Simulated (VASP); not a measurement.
Set up this calculation in VASP 6.6.1, as the native input.

| Item | Value |
| --- | --- |
| Task | relaxation of the atoms |
| Functional | PBEsol |
| Potentials or basis | VASP PAW PBE potentials, release 64 (Zr_sv) |
| Cutoff | 450 eV |
| k mesh | 8 × 8 × 1 |
| Occupations | gaussian, width 0.1 eV |
| Spin | no spin polarisation |
| Dipole correction | yes |
| Atoms held fixed (from 0) | [0, 1] |
| Further INCAR settings | ALGO = Normal; EDIFF = 1e-07; NELMDL = -8; IBRION = 2; EDIFFG = -0.03; NSW = 90 |

The structure of Zr lies in POSCAR:

```
Zr
1.0
    3.5210548567      0.0000000000      0.0000000000
    0.0000000000      3.5210548567      0.0000000000
    0.0000000000      0.0000000000     24.0421097133
Zr
5
Selective dynamics
Direct
    0.5000000000      0.5000000000      0.3535463444  F F F
    0.0000000000      0.0000000000      0.4267731722  F F F
    0.5000000000      0.5000000000      0.5000000000  T T T
    0.0000000000      0.0000000000      0.5732268278  T T T
    0.5000000000      0.5000000000      0.6464536556  T T T
```

The input as run:

INCAR

```
SYSTEM = Zr
PREC = Accurate
ENCUT = 450
EDIFF = 1E-7
ISMEAR = 0
SIGMA = 0.1
LREAL = .FALSE.
LASPH = .TRUE.
NELM = 120
ALGO = Normal
ISIF = 2
LWAVE = .FALSE.
LCHARG = .FALSE.
LDIPOL = .TRUE.
IDIPOL = 3
DIPOL = 0.5 0.5 0.500
GGA = PS
IBRION = 2
NSW = 90
EDIFFG = -0.03
GGA_COMPAT = .FALSE.
NELMIN = 4
NELMDL = -8
```

KPOINTS

```
Automatic mesh
0
G
  8 8 1
  0 0 0
```

Potentials or basis: VASP PAW PBE potentials, release 64 (Zr_sv).

The run is started by

```sh
$ cat potpaw_PBE.64/Zr_sv/POTCAR > POTCAR
$ mpirun -np 1 vasp_std > vasp.out
```

It gave:

```yaml
Energy_gained_by_relaxing: 3.3 meV/atom
Ionic_steps: 9
Band_gap_on_the_k_mesh: zero (bands 30 and 31 overlap by 0.76 eV)
```

Wall time 24 min on 1 thread of AMD EPYC 9755 128-Core Processor, on a shared host, peak memory 0.3 GiB.
